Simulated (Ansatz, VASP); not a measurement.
## Two plane-wave programs on SrTiO3

```
Sr Ti O
1.0
    -3.93640    0.00000   -3.93640
     0.00000   -3.93640   -3.93640
    -3.93640   -3.93640    0.00000
Sr Ti O
2 2 6
Direct
  0.00000 0.00000 0.00000
  0.50000 0.50000 0.50000
  0.25000 0.25000 0.26347
  0.75000 0.75000 0.73653
  0.00000 0.50000 0.00000
  0.50000 0.00000 0.50000
  0.00000 0.50000 0.50000
  0.50000 0.00000 0.00000
  0.00000 0.00000 0.50000
  0.50000 0.50000 0.00000
```

Change from the starting cell: mode 19 (414.3 1/cm) frozen in, largest displacement +0.075 Å.

Alike in both runs: task single point; functional PBE; k mesh 6 × 6 × 6; occupations gaussian, width 0.05 eV; no spin polarisation.

|  | VASP | Ansatz |
| --- | --- | --- |
| version | VASP 6.6.1 | Ansatz 0.2.0 |
| potentials or method | VASP PAW PBE potentials, release 64 (Sr_sv, Ti_sv, O), cutoff 520 eV | scalar-relativistic, plane waves, PAW |
| valence electrons in the cell | 80 | 80 |

Ansatz gave:

- gap on the k mesh at the Fermi level (eV): 1.61
- least direct gap on the mesh (eV): 1.61
- pressure (GPa): 0.4
- traceless stress, the component that is largest in VASP (GPa): -0.61
- rms of the force components (eV/Å): 0.587

**Question.** Which values does VASP return?

**Answer.** gap on the k mesh at the Fermi level (eV): 1.58; least direct gap on the mesh (eV): 1.58; pressure (GPa): 1.1; traceless stress, the component that is largest in VASP (GPa): -0.62; rms of the force components (eV/Å): 0.594.

Atom by atom the forces differ by 0.007 eV/Å (rms over components).
